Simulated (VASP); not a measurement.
# TiSi2 (Immm) in VASP: a series of runs

Aim: see how the results for TiSi2 move with the level of theory and the settings. Levels: PBEsol, LDA. Tasks: relaxation of cell and atoms, single point.

Everything below comes from runs of VASP 6.6.1. Logs are shortened: lines on timing, memory, paths and dates and some standing lists are left out, and cuts for length are marked.

### Step 1. The cell of the first run

The structure is orthorhombic, space group Immm (No. 71). The conventional cell has a = 2.946 Å, b = 3.424 Å, c = 8.424 Å, α = 90.00°, β = 90.00°, γ = 90.00°. Ti (site symmetry mmm) has 10 Si at 2.67 to 2.78 Å and 4 Ti at 2.95 to 3.42 Å within 3.5 Å. Within 3.5 Å of Si (site symmetry mm2) lie 9 Si at 2.63 to 3.42 Å and 5 Ti at 2.67 to 2.78 Å.

### Step 2. Relaxation of cell and atoms, PBEsol, target pressure 10 GPa, at which the enthalpy is minimised

INCAR

```
PREC = Accurate ; ENCUT = 600
EDIFF = 1E-7 ; ISMEAR = -1
SIGMA = 0.05 ; LREAL = F
LASPH = T ; NELM = 100
ALGO = Normal ; ISIF = 3
LWAVE = F ; LCHARG = F
GGA = PS ; IBRION = 2
NSW = 60 ; EDIFFG = -0.01
PSTRESS = 100.0
```

KPOINTS

```
Automatic mesh
0
Gamma
  12 12 12
```

POSCAR

```
TiSi2
1.0
   -1.4728720000      1.7121300000      4.2120830000
    1.4728720000     -1.7121300000      4.2120830000
    1.4728720000      1.7121300000     -4.2120830000
Ti Si
1 2
Direct
    0.0000000000      0.0000000000      0.0000000000
    0.6700780000      0.6700780000      0.0000000000
    0.3299220000      0.3299220000      0.0000000000
```

Potentials or basis: VASP PAW PBE potentials, release 64 (Ti_sv, Si).

The run is started by

```console
$ cat potpaw_PBE.64/Ti_sv/POTCAR potpaw_PBE.64/Si/POTCAR > POTCAR
$ mpirun -np 1 vasp_std > vasp.out
```

OUTCAR:

```text
PREC = Accurate
   ENCUT = 600
   EDIFF = 1E-7
   ISMEAR = -1
   LREAL = F
   LASPH = T
   NELM = 100
   ISIF = 3
   GGA = PS
   IBRION = 2
   NSW = 60
   EDIFFG = -0.01
   PSTRESS = 100.0

 ion  position               nearest neighbor table
   1  0.000  0.000  0.000-   2 2.67   2 2.67   2 2.67   3 2.67   2 2.67   3 2.67   3 2.67   3 2.67
                             2 2.78   3 2.78
   2  0.670  0.670  0.000-   3 2.63   3 2.63   3 2.63   3 2.63   1 2.67   1 2.67   1 2.67   1 2.67
                             1 2.78   3 2.87
   3  0.330  0.330  0.000-   2 2.63   2 2.63   2 2.63   2 2.63   1 2.67   1 2.67   1 2.67   1 2.67
                             1 2.78   2 2.87

  LATTYP: Found a body centered orthorhombic cell.
 ALAT       =     2.9457440000
 B/A-ratio  =     1.1624431723
 C/A-ratio  =     2.8597753233

  Lattice vectors:

 A1 = (  -1.4728720000,   1.7121300000,   4.2120830000)
 A2 = (   1.4728720000,  -1.7121300000,   4.2120830000)
 A3 = (   1.4728720000,   1.7121300000,  -4.2120830000)

Analysis of symmetry for initial positions (statically):
=====================================================================
 Subroutine PRICEL returns:
 Original cell was already a primitive cell.

 Routine SETGRP: Setting up the symmetry group for a
 body centered orthorhombic supercell.

 Subroutine GETGRP returns: Found  8 space group operations
 (whereof  8 operations were pure point group operations)
 out of a pool of  8 trial point group operations.

The static configuration has the point symmetry D_2h.

Analysis of symmetry for dynamics (positions and initial velocities):
=====================================================================
 Subroutine PRICEL returns:
 Original cell was already a primitive cell.

 Routine SETGRP: Setting up the symmetry group for a
 body centered orthorhombic supercell.

 Subroutine GETGRP returns: Found  8 space group operations
 (whereof  8 operations were pure point group operations)
 out of a pool of  8 trial point group operations.

The dynamic configuration has the point symmetry D_2h.

 Subroutine INISYM returns: Found  8 space group operations
 (whereof  8 operations are pure point group operations),
 and found     1 'primitive' translations

----------------------------------------------------------------------------------------

                                     Primitive cell

  volume of cell :      42.4873

  direct lattice vectors                    reciprocal lattice vectors
    -1.472872000  1.712130000  4.212083000     0.000000000  0.292033899  0.118706113
     1.472872000 -1.712130000  4.212083000     0.339472812  0.000000000  0.118706113
     1.472872000  1.712130000 -4.212083000     0.339472812  0.292033899  0.000000000

  length of vectors
     4.779370698  4.779370698  4.779370698     0.315237909  0.359628880  0.447800836

  position of ions in fractional coordinates (direct lattice)
     0.000000000  0.000000000  0.000000000
     0.670078000  0.670078000  0.000000000
     0.329922000  0.329922000  0.000000000

  ion indices of the primitive-cell ions
   primitive index   ion index
                 1           1
                 2           2
                 3           3

----------------------------------------------------------------------------------------

 KPOINTS: Automatic mesh

Automatic generation of k-mesh.
 Grid dimensions read from file:
 generate k-points for:   12   12   12

 Generating k-lattice:

  Cartesian coordinates                     Fractional coordinates (reciprocal lattice)
     0.000000000  0.024336158  0.009892176     0.083333333  0.000000000 -0.000000000
     0.028289401  0.000000000  0.009892176     0.000000000  0.083333333  0.000000000
     0.028289401  0.024336158  0.000000000    -0.000000000  0.000000000  0.083333333

  Length of vectors
     0.026269826  0.029969073  0.037316736

  Shift w.r.t. Gamma in fractional coordinates (k-lattice)
     0.000000000  0.000000000  0.000000000

 Subroutine IBZKPT returns following result:
 ===========================================

 Found    280 irreducible k-points:

 Following reciprocal coordinates:
            Coordinates               Weight
  0.000000  0.000000  0.000000      1.000000
  0.083333  0.000000 -0.000000      4.000000
  0.166667 -0.000000  0.000000      4.000000
  0.250000  0.000000 -0.000000      4.000000
  0.333333  0.000000  0.000000      4.000000
  0.416667 -0.000000  0.000000      4.000000
[... 16 lines left out ...]
  0.250000  0.166667 -0.000000      8.000000
  0.333333  0.166667  0.000000      8.000000
 [... further k-points ...]
   k-points           NKPTS =    280   k-points in BZ     NKDIM =    280   number of bands    NBANDS=     14
   number of dos      NEDOS =    301   number of ions     NIONS =      3
   total plane-waves  NPLWV =  64000
   dimension x,y,z NGX =    40 NGY =   40 NGZ =   40
   dimension x,y,z NGXF=    80 NGYF=   80 NGZF=   80
   ions per type =               1   2
   NGX,Y,Z   is equivalent  to a cutoff of  13.91, 13.91, 13.91 a.u.
   NGXF,Y,Z  is equivalent  to a cutoff of  27.83, 27.83, 27.83 a.u.
 SYSTEM =  unknown system
   PREC   = accura    normal or accurate (medium, high low for compatibility)
   ISTART =      0    job   : 0-new  1-cont  2-samecut
   ICHARG =      2    charge: 1-file 2-atom 10-const
   ISPIN  =      1    spin polarized calculation?
   LNONCOLLINEAR =      F non collinear calculations
   LSORBIT =      F    spin-orbit coupling
   LASPH  =      T    aspherical Exc in radial PAW
   ENCUT  =  600.0 eV  44.10 Ry    6.64 a.u.   9.55  9.55  9.55*2*pi/ulx,y,z
   NELM   =    100;   NELMIN=  2; NELMDL= -5     # of ELM steps
   EDIFF  = 0.1E-06   stopping-criterion for ELM
   LREAL  =      F    real-space projection
   EDIFFG = -.1E-01   stopping-criterion for IOM
   NSW    =     60    number of steps for IOM
   IBRION =      2    ionic relax: 0-MD 1-quasi-New 2-CG
   NFREE  =      1    steps in history (QN), initial steepest desc. (CG)
   ISIF   =      3    stress and relaxation
   ISYM   =      2    0-nonsym 1-usesym 2-fastsym
   POTIM  = 0.5000    time-step for ionic-motion
   TEBEG  =    0.0;   TEEND  =   0.0 temperature during run
   PSTRESS=  100.0 pullay stress
   NELECT =      20.0000    total number of electrons
   NUPDOWN=      -1.0000    fix difference up-down
   EMIN   =  10.00;   EMAX   =-10.00  energy-range for DOS
   EFERMI =   0.00;   METHOD = LEGACY
   ISMEAR =    -1;   SIGMA  =   0.05  broadening in eV -4-tet -1-fermi 0-gaus
   EFERMI_NEDOS =   21; number of points for ismear=-14 and -15
   IALGO  =     38    algorithm
   IMIX   =      4    mixing-type and parameters
     AMIX     =   0.40;   BMIX     =  1.00
     AMIX_MAG =   1.60;   BMIX_MAG =  1.00
  volume/ion in A,a.u.               =      14.16        95.57
  Fermi-wavevector in a.u.,A,eV,Ry     =   1.273499  2.406564 22.065925  1.621800
  Thomas-Fermi vector in A             =   2.406319
   LORBIT       =      0    0 simple, 1 ext, 2 COOP (PROOUT), +10 PAW based schemes
   GGA     = PS    functional components
   LHFCALC =     F    Hartree Fock is set to
   AEXX    =    0.0000 exact exchange contribution
   IVDW    =     0    specifies the selected vdW correction
   LEPSILON=     F    determine dielectric tensor
   LRPA    =     F    only Hartree local field effects (RPA)
 conjugate gradient relaxation of ions
 non-spin polarized calculation
  energy-cutoff  :      600.00
  volume of cell :       42.49
 maximum number of plane-waves:      1438
 NGX is ok and might be reduce to    40
   NGX = 19   NGY = 19   NGZ = 19

--------------------------------------- Ionic step        1  -------------------------------------------

 number of electron      20.0000000 magnetization

 Free energy of the ion-electron system (eV)
  ---------------------------------------------------
  ext. energy  EPLUGINS =         0.00000000
  ---------------------------------------------------
  free energy    TOTEN  =       -21.33391949 eV

  energy without entropy =      -21.32273406  energy(sigma->0) =      -21.32832678

 E-fermi :   9.9135     XC(G=0): -11.7786

 val. band max:        9.9114520676   @ k =   0.5000   0.5000   0.3333
 cond. band min:       9.9172648221   @ k =   0.5000   0.1667  -0.0000
 fundamental gap:      0.0058127545
 Fermi energy:         9.9135468260

 k-point     1 :       0.0000    0.0000    0.0000
  band No.  band energies     occupation
      1     -46.1090      2.00000
      2     -22.5436      2.00000
      3     -22.5208      2.00000
      4     -22.2675      2.00000
      5      -2.6331      2.00000
      6       5.1736      2.00000
      7       5.7899      2.00000
      8       7.7720      2.00000
      9       9.2880      1.99999
     10      10.6735      0.00000
     11      11.9546      0.00000
     12      12.3182      0.00000
     13      13.0594      0.00000
     14      13.6874      0.00000
[... 375 lines left out ...]
 k-point    24 :       0.3333    0.1667    0.0000
  band No.  band energies     occupation
      1     -46.0949      2.00000
      2     -22.5815      2.00000
      3     -22.5285      2.00000
      4     -22.3482      2.00000
      5      -0.4376      2.00000
      6       2.7944      2.00000
      7       5.2676      2.00000
      8       7.5614      2.00000
      9       9.1425      2.00000
     10       9.8778      1.34336
     11      10.5385      0.00001
     12      12.2814      0.00000
     13      12.9447      0.00000
     14      13.9253      0.00000

 [... further k-points ...]
[... 5 lines left out ...]
  --------------------------------------------------------------------------------------
  -------------------------------------------------------------------------------------
  Total       -0.7574871     -0.9524181     -1.0919005      0.0000000      0.0000000      0.0000000
  in kB      -28.5645361    -35.9153058    -41.1751302      0.0000000      0.0000000      0.0000000
  external PRESSURE =    -135.2183240 kB  Pullay stress =     100.0000000 kB
[... 180 lines left out ...]
  enthalpy is  TOTEN    =       -18.8377355378 eV   P V=        2.4374667173

--------------------------------------- Ionic step        6  -------------------------------------------

 number of electron      20.0000001 magnetization

 Free energy of the ion-electron system (eV)
  ---------------------------------------------------
  ext. energy  EPLUGINS =         0.00000000
  ---------------------------------------------------
  free energy    TOTEN  =       -21.27491960 eV

  energy without entropy =      -21.26503899  energy(sigma->0) =      -21.26997929

 E-fermi :  10.9657     XC(G=0): -12.1575

 val. band max:       10.9635966750   @ k =   0.3333   0.1667   0.0000
 cond. band min:      10.9660811583   @ k =  -0.3333  -0.3333   0.0833
 fundamental gap:      0.0024844832
 Fermi energy:        10.9656785359

 k-point     1 :       0.0000    0.0000    0.0000
  band No.  band energies     occupation
      1     -44.7832      2.00000
      2     -21.2510      2.00000
      3     -21.2193      2.00000
      4     -20.9120      2.00000
      5      -2.1484      2.00000
      6       5.8757      2.00000
      7       6.9385      2.00000
      8       8.6443      2.00000
      9      10.2136      2.00000
     10      11.8605      0.00000
     11      13.1221      0.00000
     12      13.6331      0.00000
     13      14.3804      0.00000
     14      15.1943      0.00000
[... 375 lines left out ...]
 k-point    24 :       0.3333    0.1667    0.0000
  band No.  band energies     occupation
      1     -44.7625      2.00000
      2     -21.3045      2.00000
      3     -21.2302      2.00000
      4     -21.0214      2.00000
      5       0.1911      2.00000
      6       3.5989      2.00000
      7       6.0819      2.00000
      8       8.4904      2.00000
      9      10.1712      2.00000
     10      10.9636      1.02082
     11      11.6601      0.00000
     12      13.5694      0.00000
     13      14.4499      0.00000
     14      15.3832      0.00000

 [... further k-points ...]
[... 5 lines left out ...]
  --------------------------------------------------------------------------------------
  -------------------------------------------------------------------------------------
  Total        2.4411302      2.4533160      2.4193806     -0.0000000      0.0000000      0.0000000
  in kB      100.1635877    100.6635909     99.2711664     -0.0000000      0.0000000      0.0000000
  external PRESSURE =       0.0327817 kB  Pullay stress =     100.0000000 kB
[... 18 lines left out ...]
  FREE ENERGIE OF THE ION-ELECTRON SYSTEM (eV)
  ---------------------------------------------------
  free  energy   TOTEN  =       -21.2749195957 eV

  energy  without entropy=      -21.2650389858  energy(sigma->0) =      -21.26997929

  enthalpy is  TOTEN    =       -18.8377762652 eV   P V=        2.4371433306

 reached required accuracy - stopping structural energy minimisation
```

It took 11 min on 1 thread of Intel Xeon 6975P-C (Granite Rapids), shared host; peak memory 0.4 GiB.

Results:

```yaml
Free_energy: -21.2749 eV
Relaxed_volume: 13.02 Å³/atom
Relaxed_cell: a = 4.646 Å, b = 4.646 Å, c = 4.646 Å, α = 144.15°, β = 137.92°, γ = 56.44°
Space_group_after_relaxing_to_0.1_Å: Immm (No. 71)
Energy_change_on_relaxing_the_run_minimises_the_enthalpy: +19.7 meV/atom
Ionic_steps: 6
Pressure_after_relaxing: 10.0 GPa
Band_gap_on_the_k_mesh: zero (bands 10 and 11 overlap by 2.60 eV)
```

Stress tensor (GPa, compression positive):
```
10.02  0.00  0.00
 0.00 10.07  0.00
 0.00  0.00  9.93
```

The path:
```csv
step,energy change (eV),largest force (eV/Å),pressure (GPa),volume (Å³)
1,0.0000,0.0665,-3.52,42.49
2,0.4974,0.0837,31.63,35.55
3,0.0544,0.0006,9.68,39.13
4,0.0584,0.0020,9.99,39.06
5,0.0587,0.0020,9.99,39.05
6,0.0590,0.0019,10.00,39.05
```

Final structure:
```yaml
crystal:
  lattice:
    - [-1.42970, 1.66804, 4.09338]
    - [1.42970, -1.66804, 4.09338]
    - [1.42970, 1.66804, -4.09338]
  atoms:
    - { symbol: Ti, position: [0.00000, 0.00000, 0.00000] }
    - { symbol: Si, position: [0.66992, 0.66992, 0.00000] }
    - { symbol: Si, position: [0.33008, 0.33008, 0.00000] }
```

Levels at points of the mesh, in eV from the Fermi level:
| k point | band 6 | band 7 | band 8 | band 9 | band 10 | band 11 | band 12 | band 13 | band 14 |
| --- | --- | --- | --- | --- | --- | --- | --- | --- | --- |
| (0.00, 0.00, 0.00) | -5.09 | -4.03 | -2.32 | -0.75 | 0.89 | 2.16 | 2.67 | 3.41 | 4.23 |
| (0.50, 0.00, 0.00) | -9.52 | -4.52 | -3.89 | -0.77 | 1.07 | 2.25 | 2.86 | 3.99 | 4.29 |
| (0.00, 0.50, 0.00) | -8.39 | -3.71 | -3.53 | -1.05 | -0.52 | 0.99 | 2.97 | 3.82 | 4.38 |
| (0.50, 0.50, 0.00) | -5.69 | -5.35 | -4.53 | -3.07 | -1.46 | -0.59 | 3.15 | 3.26 | 3.42 |
| (0.50, 0.50, 0.50) | -9.18 | -1.48 | -1.33 | -0.45 | 0.47 | 2.20 | 2.73 | 2.81 | 4.10 |

Caveat: the cell is relaxed towards a set pressure, so the run minimises the enthalpy, not the energy; the PAW data sets were made with another functional, which shifts forces and pressure a little.

(Continued in part 2 of 2.)
